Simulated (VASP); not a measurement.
# Pb (Fm-3m) in VASP: notebook

Aim: see how the results for Pb move with the level of theory and the settings. Levels: PBEsol+D3(BJ), RPBE, revPBE+D3(BJ). Tasks: single point.

Everything below comes from runs of VASP 6.6.1. Logs are shortened: lines on timing, memory, paths and dates and some standing lists are left out, and cuts for length are marked.

### 1 The cell of the first run

The structure is cubic, space group Fm-3m (No. 225). The conventional cell has a = 4.917 Å, b = 4.917 Å, c = 4.917 Å, α = 90.00°, β = 90.00°, γ = 90.00°. Within 4.6 Å of Pb (site symmetry m-3m) lie 12 Pb at 3.48 Å.

### 2 Single point, PBEsol+D3(BJ)

Input file INCAR:

```
PREC = Accurate ; ENCUT = 520
EDIFF = 1E-6 ; ISMEAR = -1
SIGMA = 0.05 ; LREAL = F
LASPH = T ; NELM = 60
ALGO = Normal ; ISIF = 2
LWAVE = F ; LCHARG = T
GGA = PS ; IVDW = 12
LELF = T ; LVHAR = T
NBANDS = 13
```

Input file KPOINTS:

```
regular mesh
0
Gamma
  9 9 9
```

Input file POSCAR:

```
Pb
1.0
    0.0000000000      2.4584086270      2.4584086270
    2.4584086270      0.0000000000      2.4584086270
    2.4584086270      2.4584086270      0.0000000000
Pb
1
Direct
    0.0000000000      0.0000000000      0.0000000000
```

Potentials or basis: VASP PAW PBE potentials, release 64 (Pb_d).

On the command line:

```bash
$ cat potpaw_PBE.64/Pb_d/POTCAR > POTCAR
$ mpirun -np 1 vasp_std > vasp.out
```

OUTCAR:

```text
PREC = Accurate
   ENCUT = 520
   EDIFF = 1E-6
   ISMEAR = -1
   LREAL = F
   LASPH = T
   NELM = 60
   ISIF = 2
   GGA = PS
   IVDW = 12
 IVDW          = 12

 ion  position               nearest neighbor table
   1  0.000  0.000  0.000-

  LATTYP: Found a face centered cubic cell.
 ALAT       =     4.9168172540

  Lattice vectors:

 A1 = (   0.0000000000,   2.4584086270,   2.4584086270)
 A2 = (   2.4584086270,   0.0000000000,   2.4584086270)
 A3 = (   2.4584086270,   2.4584086270,   0.0000000000)

Analysis of symmetry for initial positions (statically):
[... 5 lines left out ...]
 face centered cubic supercell.

 Subroutine GETGRP returns: Found 48 space group operations
 (whereof 48 operations were pure point group operations)
 out of a pool of 48 trial point group operations.

The static configuration has the point symmetry O_h .

Analysis of symmetry for dynamics (positions and initial velocities):
[... 5 lines left out ...]
 face centered cubic supercell.

 Subroutine GETGRP returns: Found 48 space group operations
 (whereof 48 operations were pure point group operations)
 out of a pool of 48 trial point group operations.

The dynamic configuration has the point symmetry O_h .

 Subroutine INISYM returns: Found 48 space group operations
 (whereof 48 operations are pure point group operations),
 and found     1 'primitive' translations

----------------------------------------------------------------------------------------

                                     Primitive cell

  volume of cell :      29.7161

  direct lattice vectors                    reciprocal lattice vectors
     0.000000000  2.458408627  2.458408627    -0.203383601  0.203383601  0.203383601
     2.458408627  0.000000000  2.458408627     0.203383601 -0.203383601  0.203383601
     2.458408627  2.458408627  0.000000000     0.203383601  0.203383601 -0.203383601

  length of vectors
     3.476714822  3.476714822  3.476714822     0.352270731  0.352270731  0.352270731

  position of ions in fractional coordinates (direct lattice)
     0.000000000  0.000000000  0.000000000

  ion indices of the primitive-cell ions
   primitive index   ion index
                 1           1

----------------------------------------------------------------------------------------

 KPOINTS: regular mesh

Automatic generation of k-mesh.
 Grid dimensions read from file:
 generate k-points for:    9    9    9

 Generating k-lattice:

  Cartesian coordinates                     Fractional coordinates (reciprocal lattice)
    -0.022598178  0.022598178  0.022598178     0.111111111  0.000000000  0.000000000
     0.022598178 -0.022598178  0.022598178     0.000000000  0.111111111  0.000000000
     0.022598178  0.022598178 -0.022598178     0.000000000  0.000000000  0.111111111

  Length of vectors
     0.039141192  0.039141192  0.039141192

  Shift w.r.t. Gamma in fractional coordinates (k-lattice)
     0.000000000  0.000000000  0.000000000

 Subroutine IBZKPT returns following result:
 ===========================================

 Found     35 irreducible k-points:

 Following reciprocal coordinates:
            Coordinates               Weight
  0.000000  0.000000  0.000000      1.000000
  0.111111  0.000000  0.000000      8.000000
  0.222222  0.000000  0.000000      8.000000
  0.333333  0.000000  0.000000      8.000000
  0.444444  0.000000  0.000000      8.000000
  0.111111  0.111111  0.000000      6.000000
[... 16 lines left out ...]
 -0.333333  0.333333  0.000000     12.000000
  0.444444  0.444444  0.000000      6.000000
 [... further k-points ...]
   k-points           NKPTS =     35   k-points in BZ     NKDIM =     35   number of bands    NBANDS=     13
   number of dos      NEDOS =    301   number of ions     NIONS =      1
   total plane-waves  NPLWV =  21952
   dimension x,y,z NGX =    28 NGY =   28 NGZ =   28
   dimension x,y,z NGXF=    56 NGYF=   56 NGZF=   56
   ions per type =               1
   NGX,Y,Z   is equivalent  to a cutoff of  13.39, 13.39, 13.39 a.u.
   NGXF,Y,Z  is equivalent  to a cutoff of  26.78, 26.78, 26.78 a.u.
 SYSTEM =  unknown system
   PREC   = accura    normal or accurate (medium, high low for compatibility)
   ISTART =      0    job   : 0-new  1-cont  2-samecut
   ICHARG =      2    charge: 1-file 2-atom 10-const
   ISPIN  =      1    spin polarized calculation?
   LNONCOLLINEAR =      F non collinear calculations
   LSORBIT =      F    spin-orbit coupling
   LASPH  =      T    aspherical Exc in radial PAW
   ENCUT  =  520.0 eV  38.22 Ry    6.18 a.u.   6.46  6.46  6.46*2*pi/ulx,y,z
   NELM   =     60;   NELMIN=  2; NELMDL= -5     # of ELM steps
   EDIFF  = 0.1E-05   stopping-criterion for ELM
   LREAL  =      F    real-space projection
   EDIFFG = 0.1E-04   stopping-criterion for IOM
   NSW    =      0    number of steps for IOM
   IBRION =     -1    ionic relax: 0-MD 1-quasi-New 2-CG
   NFREE  =      0    steps in history (QN), initial steepest desc. (CG)
   ISIF   =      2    stress and relaxation
   ISYM   =      2    0-nonsym 1-usesym 2-fastsym
   POTIM  = 0.5000    time-step for ionic-motion
   TEBEG  =    0.0;   TEEND  =   0.0 temperature during run
   PSTRESS=    0.0 pullay stress
   NELECT =      14.0000    total number of electrons
   NUPDOWN=      -1.0000    fix difference up-down
   EMIN   =  10.00;   EMAX   =-10.00  energy-range for DOS
   EFERMI =   0.00;   METHOD = LEGACY
   ISMEAR =    -1;   SIGMA  =   0.05  broadening in eV -4-tet -1-fermi 0-gaus
   EFERMI_NEDOS =   21; number of points for ismear=-14 and -15
   IALGO  =     38    algorithm
   IMIX   =      4    mixing-type and parameters
     AMIX     =   0.40;   BMIX     =  1.00
     AMIX_MAG =   1.60;   BMIX_MAG =  1.00
  volume/ion in A,a.u.               =      29.72       200.53
  Fermi-wavevector in a.u.,A,eV,Ry     =   1.273855  2.407238 22.078274  1.622707
  Thomas-Fermi vector in A             =   2.406656
   LORBIT       =      0    0 simple, 1 ext, 2 COOP (PROOUT), +10 PAW based schemes
   GGA     = PS    functional components
   LHFCALC =     F    Hartree Fock is set to
   AEXX    =    0.0000 exact exchange contribution
   IVDW    =    12    specifies the selected vdW correction
   LEPSILON=     F    determine dielectric tensor
   LRPA    =     F    only Hartree local field effects (RPA)
 non-spin polarized calculation
  energy-cutoff  :      520.00
  volume of cell :       29.72
 maximum number of plane-waves:       821
 NGX is ok and might be reduce to    28
   NGX = 13   NGY = 13   NGZ = 13

 number of electron      13.9999999 magnetization

 Free energy of the ion-electron system (eV)
  ---------------------------------------------------
  ext. energy  EPLUGINS =         0.00000000
  ---------------------------------------------------
  free energy    TOTEN  =        -4.01771594 eV

  energy without entropy =       -4.01467060  energy(sigma->0) =       -4.01619327

 E-fermi :   7.1654     XC(G=0): -10.4393

 val. band max:        6.9426652361   @ k =  -0.3333   0.3333   0.1111
 cond. band min:       7.1683621905   @ k =  -0.2222   0.3333   0.1111
 fundamental gap:      0.2256969544
 Fermi energy:         7.1653964208

 k-point     1 :       0.0000    0.0000    0.0000
  band No.  band energies     occupation
      1      -9.6767      2.00000
      2      -9.6767      2.00000
      3      -9.6767      2.00000
      4      -9.5255      2.00000
      5      -9.5255      2.00000
      6      -4.5800      2.00000
      7      14.8995      0.00000
      8      14.8995      0.00000
      9      14.8995      0.00000
     10      17.1036      0.00000
     11      18.9022      0.00000
     12      19.9573      0.00000
     13      19.9573      0.00000

 k-point     2 :       0.1111    0.0000    0.0000
  band No.  band energies     occupation
      1      -9.6776      2.00000
      2      -9.6591      2.00000
      3      -9.6591      2.00000
      4      -9.5257      2.00000
      5      -9.5257      2.00000
      6      -4.3369      2.00000
      7      12.4819      0.00000
      8      14.6108      0.00000
      9      14.6108      0.00000
     10      16.7429      0.00000
     11      19.8322      0.00000
     12      20.4741      0.00000
     13      20.4741      0.00000

 k-point     3 :       0.2222    0.0000    0.0000
  band No.  band energies     occupation
      1      -9.6843      2.00000
      2      -9.6381      2.00000
      3      -9.6381      2.00000
      4      -9.5017      2.00000
      5      -9.5017      2.00000
      6      -3.6079      2.00000
      7       8.9479      0.00000
      8      13.9969      0.00000
      9      13.9969      0.00000
     10      16.4285      0.00000
     11      19.2759      0.00000
     12      20.0650      0.00000
     13      20.0650      0.00000

 k-point     4 :       0.3333    0.0000    0.0000
  band No.  band energies     occupation
      1      -9.6982      2.00000
      2      -9.6484      2.00000
      3      -9.6484      2.00000
      4      -9.4388      2.00000
      5      -9.4388      2.00000
      6      -2.4330      2.00000
      7       5.7656      2.00000
      8      13.4082      0.00000
      9      13.4082      0.00000
     10      16.3390      0.00000
     11      17.9857      0.00000
     12      19.1607      0.00000
     13      19.1607      0.00000

 k-point     5 :       0.4444    0.0000    0.0000
  band No.  band energies     occupation
      1      -9.7103      2.00000
      2      -9.6628      2.00000
      3      -9.6628      2.00000
      4      -9.3891      2.00000
      5      -9.3891      2.00000
      6      -1.1154      2.00000
      7       3.4213      2.00000
      8      13.0591      0.00000
      9      13.0591      0.00000
     10      16.4885      0.00000
     11      17.1405      0.00000
     12      18.7032      0.00000
     13      18.7032      0.00000

 k-point     6 :       0.1111    0.1111    0.0000
  band No.  band energies     occupation
      1      -9.6976      2.00000
      2      -9.6402      2.00000
      3      -9.6402      2.00000
      4      -9.5476      2.00000
      5      -9.5102      2.00000
      6      -4.2561      2.00000
      7      13.2070      0.00000
      8      13.6850      0.00000
      9      13.6850      0.00000
     10      16.2796      0.00000
     11      18.9366      0.00000
     12      21.2733      0.00000
     13      21.3431      0.00000

 k-point     7 :       0.2222    0.1111    0.0000
  band No.  band energies     occupation
      1      -9.7075      2.00000
      2      -9.6146      2.00000
      3      -9.6078      2.00000
      4      -9.5546      2.00000
      5      -9.4845      2.00000
      6      -3.6890      2.00000
      7      10.1563      0.00000
      8      12.8373      0.00000
      9      13.3609      0.00000
     10      16.4661      0.00000
     11      17.6677      0.00000
     12      20.7251      0.00000
     13      21.8136      0.00000
[... 193 lines left out ...]
 k-point    20 :       0.3333    0.3333    0.0000
  band No.  band energies     occupation
      1      -9.8096      2.00000
      2      -9.6931      2.00000
      3      -9.4328      2.00000
      4      -9.4328      2.00000
      5      -9.4266      2.00000
      6      -1.7134      2.00000
      7       7.3385      0.06081
      8      10.2907      0.00000
      9      10.2907      0.00000
     10      13.6798      0.00000
     11      14.4505      0.00000
     12      25.5140      0.00000
     13      25.5171      0.00000

 k-point    21 :       0.4444    0.3333    0.0000
  band No.  band energies     occupation
      1      -9.8096      2.00000
      2      -9.7113      2.00000
      3      -9.4427      2.00000
      4      -9.4080      2.00000
      5      -9.3728      2.00000
      6      -0.6524      2.00000
      7       5.7509      2.00000
      8       8.7463      0.00000
      9       9.9781      0.00000
     10      13.6191      0.00000
     11      15.4415      0.00000
     12      24.4813      0.00000
     13      24.7942      0.00000

 k-point    22 :      -0.4444    0.3333    0.0000
  band No.  band energies     occupation
      1      -9.7766      2.00000
      2      -9.6676      2.00000
      3      -9.4621      2.00000
      4      -9.4413      2.00000
      5      -9.3756      2.00000
      6       0.3097      2.00000
      7       4.8252      2.00000
      8       6.8469      1.99658
      9      10.2380      0.00000
     10      13.8021      0.00000
     11      18.0776      0.00000
     12      23.5883      0.00000
     13      23.7602      0.00000

 k-point    23 :      -0.3333    0.3333    0.0000
  band No.  band energies     occupation
      1      -9.7373      2.00000
      2      -9.5683      2.00000
      3      -9.5178      2.00000
      4      -9.4920      2.00000
      5      -9.4231      2.00000
      6       0.1577      2.00000
      7       5.4616      2.00000
      8       5.7296      2.00000
      9      11.0402      0.00000
     10      14.2939      0.00000
     11      21.2234      0.00000
     12      22.8474      0.00000
     13      22.8564      0.00000

 k-point    24 :       0.4444    0.4444    0.0000
  band No.  band energies     occupation
      1      -9.8482      2.00000
      2      -9.7512      2.00000
      3      -9.3973      2.00000
      4      -9.3563      2.00000
      5      -9.3563      2.00000
      6       0.1601      2.00000
      7       4.5539      2.00000
      8       9.4904      0.00000
      9       9.4904      0.00000
     10      12.8489      0.00000
     11      14.0839      0.00000
     12      25.7230      0.00000
     13      27.5245      0.00000

 [... further k-points ...]

------------------------ aborting loop because EDIFF is reached ----------------------------------------

 Edisp (eV)   -0.45080

 E8    (eV) :    -0.3295

  FORCE on cell =-STRESS in cart. coord.  units (eV):
  Direction    XX          YY          ZZ          XY          YZ          ZX
  --------------------------------------------------------------------------------------
  -------------------------------------------------------------------------------------
  Total      -0.41746    -0.41746    -0.41746     0.00000     0.00000     0.00000
  in kB     -22.50805   -22.50805   -22.50805     0.00000     0.00000     0.00000
  external pressure =      -22.51 kB  Pullay stress =        0.00 kB

 VOLUME and BASIS-vectors are now :
 -----------------------------------------------------------------------------
  energy-cutoff  :      520.00
  volume of cell :       29.72
      direct lattice vectors                 reciprocal lattice vectors
     0.000000000  2.458408627  2.458408627    -0.203383601  0.203383601  0.203383601
     2.458408627  0.000000000  2.458408627     0.203383601 -0.203383601  0.203383601
     2.458408627  2.458408627  0.000000000     0.203383601  0.203383601 -0.203383601

 POSITION                                       TOTAL-FORCE (eV/Angst)
 -----------------------------------------------------------------------------------
      0.00000      0.00000      0.00000        -0.000000     -0.000000     -0.000000
 -----------------------------------------------------------------------------------
    total drift:                               -0.000000     -0.000000     -0.000000

  FREE ENERGIE OF THE ION-ELECTRON SYSTEM (eV)
  ---------------------------------------------------
  free  energy   TOTEN  =        -4.4685165097 eV

  energy  without entropy=       -4.4654711696  energy(sigma->0) =       -4.46699384
```

Wall time 9.9 s (1 thread of AMD EPYC 7R13 (Zen 3), shared host); peak memory 0.14 GiB.

Results:

| Property | Result |
| --- | --- |
| Free energy | -4.4685 eV |
| Pressure | -2.3 GPa |
| Band gap on the k mesh | zero (band 7 reaches 14.90 eV, above the bottom of band 8 at 5.73 eV) |
| Dispersion energy per atom | -0.451 eV |

Caveat: the PAW data sets were made with another functional, which shifts forces and pressure a little; spin-orbit coupling is left out, which moves the levels of the heavy elements; pairwise dispersion overbinds metals, which lowers pressure and volume.

### 3 Single point, RPBE

This run uses another cell than the first one, of 29.11 Å³/atom, 0.980 times its volume.

Input file INCAR:

```
PREC = Accurate ; ENCUT = 520
EDIFF = 1E-7 ; ISMEAR = -1
SIGMA = 0.05 ; LREAL = F
LASPH = T ; NELM = 60
ALGO = Normal ; ISIF = 2
LWAVE = F ; LCHARG = F
GGA = RP ; NBANDS = 13
```

KPOINTS is that of step 2.

Input file POSCAR:

```
Pb
1.0
    0.0000000000      2.4415696833      2.4415696833
    2.4415696833      0.0000000000      2.4415696833
    2.4415696833      2.4415696833      0.0000000000
Pb
1
Direct
    0.0000000000      0.0000000000      0.0000000000
```

Potentials or basis: VASP PAW PBE potentials, release 64 (Pb_d).

On the command line:

```bash
$ cat potpaw_PBE.64/Pb_d/POTCAR > POTCAR
$ mpirun -np 1 vasp_std > vasp.out
```

It took 9.3 s on 1 thread of AMD EPYC 7R13 (Zen 3), shared host; peak memory 0.13 GiB.

It converged, with:

- Free energy: -3.1267 eV
- Pressure: 6.2 GPa
- Band gap on the k mesh: zero (band 7 reaches 15.65 eV, above the bottom of band 8 at 6.24 eV)

Levels at points of the mesh, in eV from the Fermi level:
```csv
k point,band 4,band 5,band 6,band 7,band 8,band 9,band 10,band 11
"(0.00, 0.00, 0.00)",-16.85,-16.85,-11.87,7.93,7.93,7.93,9.91,11.99
```

Caveat: the PAW data sets were made with another functional, which shifts forces and pressure a little; spin-orbit coupling is left out, which moves the levels of the heavy elements.

### 4 Single point, RPBE

Input file INCAR:

```
SYSTEM = Pb
  ALGO = Normal
  EDIFF = 1E-7
  ENCUT = 520
  GGA = RP
  ISIF = 2
  ISMEAR = -1
  LASPH = .TRUE.
  LCHARG = .FALSE.
  LREAL = .FALSE.
  LWAVE = .FALSE.
  NBANDS = 13
  NELM = 60
  PREC = Accurate
  SIGMA = 0.05
```

Input file KPOINTS:

```
k-points
0
G
  9 9 9
  0 0 0
```

Input file POSCAR:

```
Pb
1.0
    0.0000000000      2.4584086270      2.4584086270
    2.4584086270      0.0000000000      2.4584086270
    2.4584086270      2.4584086270      0.0000000000
Pb
1
Direct
    0.0000000000      0.0000000000      0.0000000000
```

On the command line:

```bash
$ cat potpaw_PBE.64/Pb_d/POTCAR > POTCAR
$ mpirun -np 1 vasp_std > vasp.out
```

Run time: 7.7 s. Hardware: 1 thread of Intel Xeon Platinum 8488C (Sapphire Rapids), shared host; peak memory 0.15 GiB.

It converged, with:

```
Free energy            : -3.1481 eV
Pressure               : 5.0 GPa
Band gap on the k mesh : zero (band 7 reaches 15.24 eV, above the bottom of band 8 at 6.05 eV)
```

Levels at points of the mesh, in eV from the Fermi level:
| k point | band 3 | band 4 | band 5 | band 6 | band 7 | band 8 | band 9 | band 10 | band 11 | band 12 |
| --- | --- | --- | --- | --- | --- | --- | --- | --- | --- | --- |
| (0.00, 0.00, 0.00) | -17.01 | -16.86 | -16.86 | -11.74 | 7.76 | 7.76 | 7.76 | 9.89 | 11.71 | 12.77 |

Caveat: the PAW data sets were made with another functional, which shifts forces and pressure a little; spin-orbit coupling is left out, which moves the levels of the heavy elements.

[end of part 1 of 2]
